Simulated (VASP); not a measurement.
# Rh (Fm-3m) in VASP: a series of runs

The runs below take Rh through single point, with PBE.

All numbers are computed with VASP 6.6.1; they aren't measurements. Logs are shortened: lines on timing, memory, paths and dates and some standing lists are left out, and cuts for length are marked.

**1. The cell of the first run**

The structure is cubic, space group Fm-3m (No. 225). Conventional cell: a = 3.832 Å, b = 3.832 Å, c = 3.832 Å, α = 90.00°, β = 90.00°, γ = 90.00°. Rh (site symmetry m-3m) has 12 Rh at 2.71 Å within 3.6 Å.

**2. Single point, PBE**

Input file INCAR:

```
SYSTEM = Rh
PREC = Accurate ; ENCUT = 520
EDIFF = 1E-6 ; ISMEAR = 0
SIGMA = 0.03 ; LREAL = .FALSE.
LASPH = .TRUE. ; NELM = 100
ALGO = Normal ; ISIF = 2
LWAVE = .FALSE. ; LCHARG = .TRUE.
GGA = PE ; LELF = .TRUE.
LVHAR = .TRUE. ; NBANDS = 14
```

Input file KPOINTS:

```
regular mesh
0
G
  14 14 14
  0 0 0
```

Input file POSCAR:

```
Rh
1.0
    0.0000000000      1.9160595532      1.9160595532
    1.9160595532      0.0000000000      1.9160595532
    1.9160595532      1.9160595532      0.0000000000
Rh
1
Direct
    0.0000000000      0.0000000000      0.0000000000
```

Potentials or basis: VASP PAW PBE potentials, release 64 (Rh_pv).

Launch:

```
cat potpaw_PBE.64/Rh_pv/POTCAR > POTCAR
mpirun -np 1 vasp_std > vasp.out
```

OUTCAR:

```text
SYSTEM = Rh
   PREC = Accurate
   ENCUT = 520
   EDIFF = 1E-6
   ISMEAR = 0
   LREAL = .FALSE.
   LASPH = .TRUE.
   NELM = 100
   ISIF = 2
   GGA = PE

 ion  position               nearest neighbor table
   1  0.000  0.000  0.000-

  LATTYP: Found a face centered cubic cell.
 ALAT       =     3.8321191064

  Lattice vectors:

 A1 = (   0.0000000000,   1.9160595532,   1.9160595532)
 A2 = (   1.9160595532,   0.0000000000,   1.9160595532)
 A3 = (   1.9160595532,   1.9160595532,   0.0000000000)

Analysis of symmetry for initial positions (statically):
=====================================================================
 Subroutine PRICEL returns:
 Original cell was already a primitive cell.

 Routine SETGRP: Setting up the symmetry group for a
 face centered cubic supercell.

 Subroutine GETGRP returns: Found 48 space group operations
 (whereof 48 operations were pure point group operations)
 out of a pool of 48 trial point group operations.

The static configuration has the point symmetry O_h .

Analysis of symmetry for dynamics (positions and initial velocities):
=====================================================================
 Subroutine PRICEL returns:
 Original cell was already a primitive cell.

 Routine SETGRP: Setting up the symmetry group for a
 face centered cubic supercell.

 Subroutine GETGRP returns: Found 48 space group operations
 (whereof 48 operations were pure point group operations)
 out of a pool of 48 trial point group operations.

The dynamic configuration has the point symmetry O_h .

 Subroutine INISYM returns: Found 48 space group operations
 (whereof 48 operations are pure point group operations),
 and found     1 'primitive' translations

----------------------------------------------------------------------------------------

                                     Primitive cell

  volume of cell :      14.0688

  direct lattice vectors                    reciprocal lattice vectors
     0.000000000  1.916059553  1.916059553    -0.260952223  0.260952223  0.260952223
     1.916059553  0.000000000  1.916059553     0.260952223 -0.260952223  0.260952223
     1.916059553  1.916059553  0.000000000     0.260952223  0.260952223 -0.260952223

  length of vectors
     2.709717406  2.709717406  2.709717406     0.451982509  0.451982509  0.451982509

  position of ions in fractional coordinates (direct lattice)
     0.000000000  0.000000000  0.000000000

  ion indices of the primitive-cell ions
   primitive index   ion index
                 1           1

----------------------------------------------------------------------------------------

 KPOINTS: regular mesh

Automatic generation of k-mesh.
 Grid dimensions read from file:
 generate k-points for:   14   14   14

 Generating k-lattice:

  Cartesian coordinates                     Fractional coordinates (reciprocal lattice)
    -0.018639445  0.018639445  0.018639445     0.071428571  0.000000000  0.000000000
     0.018639445 -0.018639445  0.018639445     0.000000000  0.071428571  0.000000000
     0.018639445  0.018639445 -0.018639445     0.000000000  0.000000000  0.071428571

  Length of vectors
     0.032284465  0.032284465  0.032284465

  Shift w.r.t. Gamma in fractional coordinates (k-lattice)
     0.000000000  0.000000000  0.000000000

 Subroutine IBZKPT returns following result:
 ===========================================

 Found    104 irreducible k-points:

 Following reciprocal coordinates:
            Coordinates               Weight
  0.000000  0.000000  0.000000      1.000000
  0.071429  0.000000  0.000000      8.000000
  0.142857  0.000000  0.000000      8.000000
  0.214286  0.000000  0.000000      8.000000
  0.285714  0.000000  0.000000      8.000000
  0.357143  0.000000  0.000000      8.000000
[... 16 lines left out ...]
  0.214286  0.142857  0.000000     24.000000
  0.285714  0.142857  0.000000     24.000000
 [... further k-points ...]
   k-points           NKPTS =    104   k-points in BZ     NKDIM =    104   number of bands    NBANDS=     14
   number of dos      NEDOS =    301   number of ions     NIONS =      1
   total plane-waves  NPLWV =   8000
   dimension x,y,z NGX =    20 NGY =   20 NGZ =   20
   dimension x,y,z NGXF=    40 NGYF=   40 NGZF=   40
   ions per type =               1
   NGX,Y,Z   is equivalent  to a cutoff of  12.27, 12.27, 12.27 a.u.
   NGXF,Y,Z  is equivalent  to a cutoff of  24.54, 24.54, 24.54 a.u.
 SYSTEM =  Rh
   PREC   = accura    normal or accurate (medium, high low for compatibility)
   ISTART =      0    job   : 0-new  1-cont  2-samecut
   ICHARG =      2    charge: 1-file 2-atom 10-const
   ISPIN  =      1    spin polarized calculation?
   LNONCOLLINEAR =      F non collinear calculations
   LSORBIT =      F    spin-orbit coupling
   LASPH  =      T    aspherical Exc in radial PAW
   ENCUT  =  520.0 eV  38.22 Ry    6.18 a.u.   5.04  5.04  5.04*2*pi/ulx,y,z
   NELM   =    100;   NELMIN=  2; NELMDL= -5     # of ELM steps
   EDIFF  = 0.1E-05   stopping-criterion for ELM
   LREAL  =      F    real-space projection
   EDIFFG = 0.1E-04   stopping-criterion for IOM
   NSW    =      0    number of steps for IOM
   IBRION =     -1    ionic relax: 0-MD 1-quasi-New 2-CG
   NFREE  =      0    steps in history (QN), initial steepest desc. (CG)
   ISIF   =      2    stress and relaxation
   ISYM   =      2    0-nonsym 1-usesym 2-fastsym
   POTIM  = 0.5000    time-step for ionic-motion
   TEBEG  =    0.0;   TEEND  =   0.0 temperature during run
   PSTRESS=    0.0 pullay stress
   NELECT =      15.0000    total number of electrons
   NUPDOWN=      -1.0000    fix difference up-down
   EMIN   =  10.00;   EMAX   =-10.00  energy-range for DOS
   EFERMI =   0.00;   METHOD = LEGACY
   ISMEAR =     0;   SIGMA  =   0.03  broadening in eV -4-tet -1-fermi 0-gaus
   EFERMI_NEDOS =   21; number of points for ismear=-14 and -15
   IALGO  =     38    algorithm
   IMIX   =      4    mixing-type and parameters
     AMIX     =   0.40;   BMIX     =  1.00
     AMIX_MAG =   1.60;   BMIX_MAG =  1.00
  volume/ion in A,a.u.               =      14.07        94.94
  Fermi-wavevector in a.u.,A,eV,Ry     =   1.672449  3.160471 38.056666  2.797086
  Thomas-Fermi vector in A             =   2.757594
   LORBIT       =      0    0 simple, 1 ext, 2 COOP (PROOUT), +10 PAW based schemes
   GGA     = PE    functional components
   LHFCALC =     F    Hartree Fock is set to
   AEXX    =    0.0000 exact exchange contribution
   IVDW    =     0    specifies the selected vdW correction
   LEPSILON=     F    determine dielectric tensor
   LRPA    =     F    only Hartree local field effects (RPA)
 non-spin polarized calculation
 Gauss-broadening in eV      SIGMA  =   0.03
  energy-cutoff  :      520.00
  volume of cell :       14.07
 maximum number of plane-waves:       392
   NGX =  9   NGY =  9   NGZ =  9

 number of electron      15.0000003 magnetization

 Free energy of the ion-electron system (eV)
  ---------------------------------------------------
  ext. energy  EPLUGINS =         0.00000000
  ---------------------------------------------------
  free energy    TOTEN  =        -7.25864492 eV

  energy without entropy =       -7.25805345  energy(sigma->0) =       -7.25834919

 E-fermi :  11.4561     XC(G=0): -13.8809

 val. band max:       11.4453350759   @ k =   0.3571   0.0000   0.0000
 cond. band min:      11.4598131682   @ k =  -0.2857   0.3571   0.0714
 fundamental gap:      0.0144780923
 Fermi energy:        11.4560978482

 k-point     1 :       0.0000    0.0000    0.0000
  band No.  band energies     occupation
      1     -34.8358      2.00000
      2     -34.8358      2.00000
      3     -34.8358      2.00000
      4       3.6967      2.00000
      5       8.5282      2.00000
      6       8.5282      2.00000
      7       8.5282      2.00000
      8      10.5391      2.00000
      9      10.5391      2.00000
     10      27.4972      0.00000
     11      32.1213      0.00000
     12      32.8251      0.00000
     13      32.8251      0.00000
     14      32.8251      0.00000

 k-point     2 :       0.0714    0.0000    0.0000
  band No.  band energies     occupation
      1     -34.8704      2.00000
      2     -34.8405      2.00000
      3     -34.8405      2.00000
      4       3.8970      2.00000
      5       8.4422      2.00000
      6       8.6048      2.00000
      7       8.6048      2.00000
      8      10.4976      2.00000
      9      10.4976      2.00000
     10      27.7783      0.00000
     11      31.7451      0.00000
     12      32.1230      0.00000
     13      33.1124      0.00000
     14      33.1124      0.00000

 k-point     3 :       0.1429    0.0000    0.0000
  band No.  band energies     occupation
      1     -34.9666      2.00000
      2     -34.8536      2.00000
      3     -34.8536      2.00000
      4       4.4530      2.00000
      5       8.2574      2.00000
      6       8.7825      2.00000
      7       8.7825      2.00000
      8      10.4358      2.00000
      9      10.4358      2.00000
     10      28.4405      0.00000
     11      29.7621      0.00000
     12      32.1214      0.00000
     13      33.9248      0.00000
     14      33.9248      0.00000
[... 324 lines left out ...]
 k-point    23 :       0.2143    0.1429    0.0000
  band No.  band energies     occupation
      1     -35.0517      2.00000
      2     -34.9066      2.00000
      3     -34.9010      2.00000
      4       5.2879      2.00000
      5       7.6314      2.00000
      6       9.1710      2.00000
      7       9.3098      2.00000
      8       9.9064      2.00000
      9      10.9415      2.00000
     10      29.3188      0.00000
     11      29.7483      0.00000
     12      32.1203      0.00000
     13      32.2123      0.00000
     14      32.8029      0.00000

 k-point    24 :       0.2857    0.1429    0.0000
  band No.  band energies     occupation
      1     -35.1747      2.00000
      2     -34.9301      2.00000
      3     -34.9227      2.00000
      4       5.9236      2.00000
      5       7.5505      2.00000
      6       8.8651      2.00000
      7       9.4047      2.00000
      8      10.6170      2.00000
      9      11.2398      2.00000
     10      27.2691      0.00000
     11      29.7674      0.00000
     12      31.8677      0.00000
     13      32.1187      0.00000
     14      33.2000      0.00000

 [... further k-points ...]
[... 5 lines left out ...]
  --------------------------------------------------------------------------------------
  -------------------------------------------------------------------------------------
  Total       -0.0310113     -0.0310113     -0.0310113      0.0000000      0.0000000      0.0000000
  in kB       -3.5316131     -3.5316131     -3.5316131      0.0000000      0.0000000      0.0000000
  external PRESSURE =      -3.5316131 kB  Pullay stress =       0.0000000 kB

 VOLUME and BASIS-vectors are now :
 -----------------------------------------------------------------------------
  energy-cutoff  :      520.00
  volume of cell :       14.07
      direct lattice vectors                 reciprocal lattice vectors
     0.000000000  1.916059553  1.916059553    -0.260952223  0.260952223  0.260952223
     1.916059553  0.000000000  1.916059553     0.260952223 -0.260952223  0.260952223
     1.916059553  1.916059553  0.000000000     0.260952223  0.260952223 -0.260952223

 POSITION                                       TOTAL-FORCE (eV/Angst)
 -----------------------------------------------------------------------------------
      0.00000      0.00000      0.00000        -0.000000      0.000000      0.000000
 -----------------------------------------------------------------------------------
    total drift:                                0.000000      0.000000      0.000000

  FREE ENERGIE OF THE ION-ELECTRON SYSTEM (eV)
  ---------------------------------------------------
  free  energy   TOTEN  =        -7.2586449193 eV

  energy  without entropy=       -7.2580534517  energy(sigma->0) =       -7.25834919
```

Run time: 27 s. Hardware: 1 thread of Intel Xeon 8259CL, shared host; peak memory 0.14 GiB.

What came out:

```yaml
Free_energy: -7.2586 eV
Pressure: -0.4 GPa
```

**3. Single point, PBE**

Input file INCAR:

```
SYSTEM = Rh
ALGO = Normal
EDIFF = 1E-6
ENCUT = 520
GGA = PE
ISIF = 2
ISMEAR = 0
LASPH = .True.
LCHARG = .False.
LREAL = .False.
LWAVE = .False.
NBANDS = 14
NELM = 100
PREC = Accurate
SIGMA = 0.1
```

Input file KPOINTS:

```
k-points
0
Gamma
  14 14 14
  0 0 0
```

POSCAR is that of step 2.

Potentials or basis: VASP PAW PBE potentials, release 64 (Rh_pv).

Launch:

```
cat potpaw_PBE.64/Rh_pv/POTCAR > POTCAR
mpirun -np 1 vasp_std > vasp.out
```

Run time: 26 s. Hardware: 1 thread of Intel Xeon 8259CL, shared host; peak memory 0.13 GiB.

The run converged. Its results:

| Quantity | Value |
| --- | --- |
| Free energy | -7.2620 eV |
| Pressure | -0.3 GPa |

Levels at points of the mesh, in eV from the Fermi level:
```
           k point  band 4  band 5  band 6  band 7  band 8  band 9  band 10  band 11
(0.00, 0.00, 0.00)   -7.77   -2.94   -2.94   -2.94   -0.93   -0.93    16.03    20.64
(0.50, 0.00, 0.00)   -5.90   -3.02   -3.02    0.57    0.57    0.78     8.43    15.52
(0.50, 0.50, 0.00)   -6.08   -5.72    0.54    0.97    0.97    3.26    12.01    13.21
```

(Continued in part 2 of 2.)
